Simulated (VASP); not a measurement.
# SnS (Pnma) in VASP: single point with r2SCAN

Aim: the single point of SnS with r2SCAN.

Everything below comes from runs of VASP 6.6.1. Logs are shortened: lines on timing, memory, paths and dates and some standing lists are left out, and cuts for length are marked.

### Step 1. The cell of the first run

It takes space group Pnma (No. 62, orthorhombic). Conventional cell: a = 11.039 Å, b = 3.930 Å, c = 4.275 Å, α = 90.00°, β = 90.00°, γ = 90.00°. Sn (site symmetry m) has 6 S at 2.59 to 3.34 Å and 2 Sn at 3.41 Å within 3.5 Å. Within 3.4 Å of S (site symmetry m) lie 6 Sn at 2.59 to 3.34 Å.

### Step 2. Single point, r2SCAN

POSCAR reads:

```
SnS
1.0
    4.2753582000      0.0000000000      0.0000000000
    0.0000000000     11.0389156200      0.0000000000
    0.0000000000      0.0000000000      3.9297749700
Sn S
4 4
Direct
    0.1150000000      0.1180000000      0.2500000000
    0.8850000000      0.8820000000      0.7500000000
    0.6150000000      0.3820000000      0.7500000000
    0.3850000000      0.6180000000      0.2500000000
    0.4780000000      0.8500000000      0.2500000000
    0.5220000000      0.1500000000      0.7500000000
    0.9780000000      0.6500000000      0.7500000000
    0.0220000000      0.3500000000      0.2500000000
```

INCAR.step1 reads:

```
SYSTEM = SnS
PREC = Accurate
ENCUT = 550
ISMEAR = 1
SIGMA = 0.124
LREAL = .False.
LASPH = .True.
NELM = 120
NBANDS = 50
GGA = PE
ALGO = Normal
EDIFF = 1E-5
LWAVE = .True.
LCHARG = .False.
GGA_COMPAT = .False.
```

INCAR.step2 reads:

```
SYSTEM = SnS
PREC = Accurate
ENCUT = 550
EDIFF = 1E-6
ISMEAR = 1
SIGMA = 0.124
LREAL = .False.
LASPH = .True.
NELM = 120
ALGO = Normal
ISIF = 2
LWAVE = .False.
LCHARG = .True.
METAGGA = R2SCAN
LMIXTAU = .True.
LELF = .True.
LVHAR = .True.
NBANDS = 50
ISTART = 1
GGA_COMPAT = .False.
```

KPOINTS reads:

```
Automatic mesh
0
Gamma
  6 3 7
  0 0 0
```

Potentials or basis: VASP PAW PBE potentials, release 64 (Sn_d, S).

The run is started by

```sh
$ cat potpaw_PBE.64/Sn_d/POTCAR potpaw_PBE.64/S/POTCAR > POTCAR
$ cp INCAR.step1 INCAR
$ mpirun -np 1 vasp_std > vasp.out
$ cp INCAR.step2 INCAR
$ mpirun -np 1 vasp_std > vasp.out
```

OUTCAR:

```text
SYSTEM = SnS
   PREC = Accurate
   ENCUT = 550
   EDIFF = 1E-6
   ISMEAR = 1
   LREAL = .False.
   LASPH = .True.
   NELM = 120
   ISIF = 2
   METAGGA = R2SCAN
   ISTART = 1

 ion  position               nearest neighbor table
   1  0.115  0.118  0.250-   8 2.59   6 2.65   6 2.65   6 3.23   6 3.23   2 3.41   2 3.41
   2  0.885  0.882  0.750-   7 2.59   5 2.65   5 2.65   5 3.23   5 3.23   1 3.41   1 3.41
   3  0.615  0.382  0.750-   6 2.59   8 2.65   8 2.65   8 3.23   8 3.23   4 3.41   4 3.41
   4  0.385  0.618  0.250-   5 2.59   7 2.65   7 2.65   7 3.23   7 3.23   3 3.41   3 3.41
   5  0.478  0.850  0.250-   4 2.59   2 2.65   2 2.65   2 3.23   2 3.23
   6  0.522  0.150  0.750-   3 2.59   1 2.65   1 2.65   1 3.23   1 3.23
   7  0.978  0.650  0.750-   2 2.59   4 2.65   4 2.65   4 3.23   4 3.23
   8  0.022  0.350  0.250-   1 2.59   3 2.65   3 2.65   3 3.23   3 3.23

  LATTYP: Found a simple orthorhombic cell.
 ALAT       =     3.9297749700
 B/A-ratio  =     1.0879396995
 C/A-ratio  =     2.8090452263

  Lattice vectors:

 A1 = (   0.0000000000,   0.0000000000,   3.9297749700)
 A2 = (   4.2753582000,   0.0000000000,   0.0000000000)
 A3 = (   0.0000000000,  11.0389156200,   0.0000000000)

Analysis of symmetry for initial positions (statically):
=====================================================================
 Subroutine PRICEL returns:
 Original cell was already a primitive cell.

 Routine SETGRP: Setting up the symmetry group for a
 simple orthorhombic supercell.

 Subroutine GETGRP returns: Found  8 space group operations
 (whereof  2 operations were pure point group operations)
 out of a pool of  8 trial point group operations.

The static configuration has the point symmetry S_2 .
 The point group associated with its full space group is D_2h.

Analysis of symmetry for dynamics (positions and initial velocities):
=====================================================================
 Subroutine PRICEL returns:
 Original cell was already a primitive cell.

 Routine SETGRP: Setting up the symmetry group for a
 simple orthorhombic supercell.

 Subroutine GETGRP returns: Found  8 space group operations
 (whereof  2 operations were pure point group operations)
 out of a pool of  8 trial point group operations.

The dynamic configuration has the point symmetry S_2 .
 The point group associated with its full space group is D_2h.

 Subroutine INISYM returns: Found  8 space group operations
 (whereof  2 operations are pure point group operations),
 and found     1 'primitive' translations

----------------------------------------------------------------------------------------

                                     Primitive cell

  volume of cell :     185.4670

  direct lattice vectors                    reciprocal lattice vectors
     4.275358200  0.000000000  0.000000000     0.233898530  0.000000000  0.000000000
     0.000000000 11.038915620  0.000000000     0.000000000  0.090588608  0.000000000
     0.000000000  0.000000000  3.929774970     0.000000000  0.000000000  0.254467497

  length of vectors
     4.275358200 11.038915620  3.929774970     0.233898530  0.090588608  0.254467497

  position of ions in fractional coordinates (direct lattice)
     0.115000000  0.118000000  0.250000000
     0.885000000  0.882000000  0.750000000
     0.615000000  0.382000000  0.750000000
     0.385000000  0.618000000  0.250000000
     0.478000000  0.850000000  0.250000000
     0.522000000  0.150000000  0.750000000
     0.978000000  0.650000000  0.750000000
     0.022000000  0.350000000  0.250000000

  ion indices of the primitive-cell ions
   primitive index   ion index
                 1           1
                 2           2
                 3           3
                 4           4
                 5           5
                 6           6
                 7           7
                 8           8

----------------------------------------------------------------------------------------

 KPOINTS: Automatic mesh

Automatic generation of k-mesh.
 Grid dimensions read from file:
 generate k-points for:    6    3    7

 Generating k-lattice:

  Cartesian coordinates                     Fractional coordinates (reciprocal lattice)
     0.038983088  0.000000000  0.000000000     0.166666667  0.000000000  0.000000000
     0.000000000  0.030196203  0.000000000     0.000000000  0.333333333  0.000000000
     0.000000000  0.000000000  0.036352500     0.000000000  0.000000000  0.142857143

  Length of vectors
     0.038983088  0.030196203  0.036352500

  Shift w.r.t. Gamma in fractional coordinates (k-lattice)
     0.000000000  0.000000000  0.000000000

 Subroutine IBZKPT returns following result:
 ===========================================

 Found     32 irreducible k-points:

 Following reciprocal coordinates:
            Coordinates               Weight
  0.000000  0.000000  0.000000      1.000000
  0.166667  0.000000  0.000000      2.000000
  0.333333  0.000000  0.000000      2.000000
  0.500000  0.000000  0.000000      1.000000
  0.000000  0.333333  0.000000      2.000000
  0.166667  0.333333  0.000000      4.000000
[... 16 lines left out ...]
  0.333333  0.333333  0.285714      8.000000
  0.500000  0.333333  0.285714      4.000000
 [... further k-points ...]
   k-points           NKPTS =     32   k-points in BZ     NKDIM =     32   number of bands    NBANDS=     50
   number of dos      NEDOS =    301   number of ions     NIONS =      8
   total plane-waves  NPLWV =  90720
   dimension x,y,z NGX =    36 NGY =   84 NGZ =   30
   dimension x,y,z NGXF=    72 NGYF=  168 NGZF=   60
   ions per type =               4   4
   NGX,Y,Z   is equivalent  to a cutoff of  14.00, 12.65, 12.69 a.u.
   NGXF,Y,Z  is equivalent  to a cutoff of  28.00, 25.30, 25.38 a.u.
 SYSTEM =  SnS
   PREC   = accura    normal or accurate (medium, high low for compatibility)
   ISTART =      1    job   : 0-new  1-cont  2-samecut
   ICHARG =      0    charge: 1-file 2-atom 10-const
   ISPIN  =      1    spin polarized calculation?
   LNONCOLLINEAR =      F non collinear calculations
   LSORBIT =      F    spin-orbit coupling
   LASPH  =      T    aspherical Exc in radial PAW
   ENCUT  =  550.0 eV  40.42 Ry    6.36 a.u.   8.18 21.11  7.51*2*pi/ulx,y,z
   NELM   =    120;   NELMIN=  2; NELMDL=  0     # of ELM steps
   EDIFF  = 0.1E-05   stopping-criterion for ELM
   LREAL  =      F    real-space projection
   EDIFFG = 0.1E-04   stopping-criterion for IOM
   NSW    =      0    number of steps for IOM
   IBRION =     -1    ionic relax: 0-MD 1-quasi-New 2-CG
   NFREE  =      0    steps in history (QN), initial steepest desc. (CG)
   ISIF   =      2    stress and relaxation
   ISYM   =      2    0-nonsym 1-usesym 2-fastsym
   POTIM  = 0.5000    time-step for ionic-motion
   TEBEG  =    0.0;   TEEND  =   0.0 temperature during run
   PSTRESS=    0.0 pullay stress
   NELECT =      80.0000    total number of electrons
   NUPDOWN=      -1.0000    fix difference up-down
   EMIN   =  10.00;   EMAX   =-10.00  energy-range for DOS
   EFERMI =   0.00;   METHOD = LEGACY
   ISMEAR =     1;   SIGMA  =   0.12  broadening in eV -4-tet -1-fermi 0-gaus
   EFERMI_NEDOS =   21; number of points for ismear=-14 and -15
   IALGO  =     38    algorithm
   IMIX   =      4    mixing-type and parameters
     AMIX     =   0.40;   BMIX     =  1.00
     AMIX_MAG =   1.60;   BMIX_MAG =  1.00
  volume/ion in A,a.u.               =      23.18       156.45
  Fermi-wavevector in a.u.,A,eV,Ry     =   1.236942  2.337481 20.817257  1.530025
  Thomas-Fermi vector in A             =   2.371530
   LORBIT       =      0    0 simple, 1 ext, 2 COOP (PROOUT), +10 PAW based schemes
   METAGGA = R2SCAN    functional components
   LHFCALC =     F    Hartree Fock is set to
   AEXX    =    0.0000 exact exchange contribution
   IVDW    =     0    specifies the selected vdW correction
   LEPSILON=     F    determine dielectric tensor
   LRPA    =     F    only Hartree local field effects (RPA)
 non-spin polarized calculation
 Methfessel and Paxton  Order N= 1 SIGMA  =   0.12
  energy-cutoff  :      550.00
  volume of cell :      185.47
 maximum number of plane-waves:      5464
 NGX is ok and might be reduce to    36
   NGX = 17   NGY = 43   NGZ = 15

 number of electron      79.9999991 magnetization

 Free energy of the ion-electron system (eV)
  ---------------------------------------------------
  ext. energy  EPLUGINS =         0.00000000
  ---------------------------------------------------
  free energy    TOTEN  =      -134.70799201 eV

  energy without entropy =     -134.70851724  energy(sigma->0) =     -134.70816709

 E-fermi :   6.8738     XC(G=0): -10.6743

 val. band max:        6.7843789479   @ k =   0.5000   0.3333   0.0000
 cond. band min:       7.6602822622   @ k =   0.0000   0.0000   0.0000
 fundamental gap:      0.8759033143
 Fermi energy:         6.8737500598

 k-point     1 :       0.0000    0.0000    0.0000
  band No.  band energies     occupation
      1     -15.3979      2.00000
      2     -15.3680      2.00000
      3     -15.3657      2.00000
      4     -15.3520      2.00000
      5     -15.3518      2.00000
      6     -15.3454      2.00000
[... 42 lines left out ...]
     49      12.1499      0.00000
     50      12.3225      0.00000

 k-point     2 :       0.1667    0.0000    0.0000
  band No.  band energies     occupation
      1     -15.3947      2.00000
      2     -15.3668      2.00000
      3     -15.3666      2.00000
      4     -15.3541      2.00000
      5     -15.3518      2.00000
      6     -15.3489      2.00000
[... 42 lines left out ...]
     49      11.4768      0.00000
     50      12.3652      0.00000

 k-point     3 :       0.3333    0.0000    0.0000
  band No.  band energies     occupation
      1     -15.3866      2.00000
      2     -15.3702      2.00000
      3     -15.3633      2.00000
      4     -15.3579      2.00000
      5     -15.3553      2.00000
      6     -15.3537      2.00000
[... 42 lines left out ...]
     49      11.3724      0.00000
     50      11.4812      0.00000

 k-point     4 :       0.5000    0.0000    0.0000
  band No.  band energies     occupation
      1     -15.3773      2.00000
      2     -15.3773      2.00000
      3     -15.3590      2.00000
      4     -15.3590      2.00000
      5     -15.3583      2.00000
      6     -15.3583      2.00000
[... 999 lines left out ...]
 k-point    23 :       0.3333    0.3333    0.2857
  band No.  band energies     occupation
      1     -15.3839      2.00000
      2     -15.3792      2.00000
      3     -15.3757      2.00000
      4     -15.3722      2.00000
      5     -15.3494      2.00000
      6     -15.3464      2.00000
[... 42 lines left out ...]
     49      11.6638      0.00000
     50      12.0227      0.00000

 k-point    24 :       0.5000    0.3333    0.2857
  band No.  band energies     occupation
      1     -15.3850      2.00000
      2     -15.3850      2.00000
      3     -15.3773      2.00000
      4     -15.3773      2.00000
      5     -15.3477      2.00000
      6     -15.3477      2.00000
[... 42 lines left out ...]
     49      12.4152      0.00000
     50      12.4152      0.00000

 [... further k-points ...]

------------------------ aborting loop because EDIFF is reached ----------------------------------------

  FORCE on cell =-STRESS in cart. coord.  units (eV):
  Direction    XX          YY          ZZ          XY          YZ          ZX
  --------------------------------------------------------------------------------------
  -------------------------------------------------------------------------------------
  Total        3.6355307      4.5929798      3.8915677      0.0000000      0.0000000     -0.0000000
  in kB       31.4059396     39.6769711     33.6177441      0.0000000      0.0000000     -0.0000000
  external PRESSURE =      34.9002183 kB  Pullay stress =       0.0000000 kB

 VOLUME and BASIS-vectors are now :
 -----------------------------------------------------------------------------
  energy-cutoff  :      550.00
  volume of cell :      185.47
      direct lattice vectors                 reciprocal lattice vectors
     4.275358200  0.000000000  0.000000000     0.233898530  0.000000000  0.000000000
     0.000000000 11.038915620  0.000000000     0.000000000  0.090588608  0.000000000
     0.000000000  0.000000000  3.929774970     0.000000000  0.000000000  0.254467497

 POSITION                                       TOTAL-FORCE (eV/Angst)
 -----------------------------------------------------------------------------------
      0.49167      1.30259      0.98244         0.024793     -0.098151      0.000000
      3.78369      9.73632      2.94733        -0.024793      0.098151     -0.000000
      2.62935      4.21687      2.94733         0.024793      0.098151      0.000000
      1.64601      6.82205      0.98244        -0.024793     -0.098151     -0.000000
      2.04362      9.38308      0.98244         0.060244      0.141850     -0.000000
      2.23174      1.65584      2.94733        -0.060244     -0.141850     -0.000000
      4.18130      7.17530      2.94733         0.060244     -0.141850     -0.000000
      0.09406      3.86362      0.98244        -0.060244      0.141850     -0.000000
 -----------------------------------------------------------------------------------
    total drift:                                0.000000     -0.000000      0.000000

  FREE ENERGIE OF THE ION-ELECTRON SYSTEM (eV)
  ---------------------------------------------------
  free  energy   TOTEN  =      -134.7079920075 eV

  energy  without entropy=     -134.7085172424  energy(sigma->0) =     -134.70816709
```

Wall time 8.2 min (1 thread of Intel Xeon 6975P-C (Granite Rapids), shared host); peak memory 0.46 GiB.

Results:

```yaml
Free_energy: -134.7080 eV
Pressure: 3.5 GPa
Largest_force: 0.154 eV/Å
Band_gap_on_the_k_mesh: 0.88 eV (least direct gap 1.10 eV)
```

Forces on the atoms (eV/Å):
```
Sn   0.025 -0.098  0.000
Sn  -0.025  0.098  0.000
Sn   0.025  0.098  0.000
Sn  -0.025 -0.098  0.000
S    0.060  0.142  0.000
S   -0.060 -0.142  0.000
S    0.060 -0.142  0.000
S   -0.060  0.142  0.000
```

Caveat: the cell stands under pressure; the PAW data sets were made with another functional, which shifts forces and pressure a little; spin-orbit coupling is left out, which moves the levels of the heavy elements.
